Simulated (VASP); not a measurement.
Wanted: the native input for a VASP 6.6.1 run.

```
Task                   : single point
Functional             : PBE
Potentials or basis    : VASP PAW PBE potentials, release 64 (Cs_sv, Nb_sv, Cl)
Cutoff                 : 520 eV
k mesh                 : 6 × 6 × 4
Occupations            : gaussian, width 0.1 eV
Spin                   : no spin polarisation
Dipole correction      : no
Further INCAR settings : ALGO = Normal; EDIFF = 1e-06; NBANDS = 46
```

The structure of CsNbCl2 lies in POSCAR:

```
CsNbCl2
1.0
    7.9926121254      0.0000000000      0.0000000000
   -3.9963060627      6.9218051432      0.0000000000
    0.0000000000      0.0000000000     11.4543114504
Cs Nb Cl
2 2 4
Direct
    0.0000000000      0.0000000000      0.7691554945
    0.0000000000      0.0000000000      0.2308445055
    0.3333333333      0.6666666667      0.0000000000
    0.6666666667      0.3333333333      0.0000000000
    0.5000000000      0.0000000000      0.0000000000
    0.0000000000      0.5000000000      0.0000000000
    0.5000000000      0.5000000000      0.0000000000
    0.0000000000      0.0000000000      0.5000000000
```

The cell was built from a structure type or drawn by symmetry, and may not be a known phase.

The input as run:

INCAR

```
PREC = Accurate
ENCUT = 520
EDIFF = 1E-6
ISMEAR = 0
SIGMA = 0.1
LREAL = False
LASPH = True
NELM = 60
ALGO = Normal
ISIF = 2
LWAVE = False
LCHARG = True
GGA = PE
LELF = True
LVHAR = True
NBANDS = 46
```

KPOINTS

```
Automatic mesh
0
Gamma
  6 6 4
```

Potentials or basis: VASP PAW PBE potentials, release 64 (Cs_sv, Nb_sv, Cl).

Command:

```bash
$ cat potpaw_PBE.64/Cs_sv/POTCAR potpaw_PBE.64/Nb_sv/POTCAR potpaw_PBE.64/Cl/POTCAR > POTCAR
$ mpirun -np 1 vasp_std > vasp.out
```

Results of the run:

The pressure is 0.0 GPa. The largest force is 0.013 eV/Å and the band gap on the k mesh is zero (bands 36 and 37 overlap by 0.66 eV).

Caveat: spin-orbit coupling is left out, which moves the levels of the heavy elements.

Wall time 23 min on 1 thread of Oxide Virtual Turin-like Processor, on a shared host, peak memory 0.94 GiB.
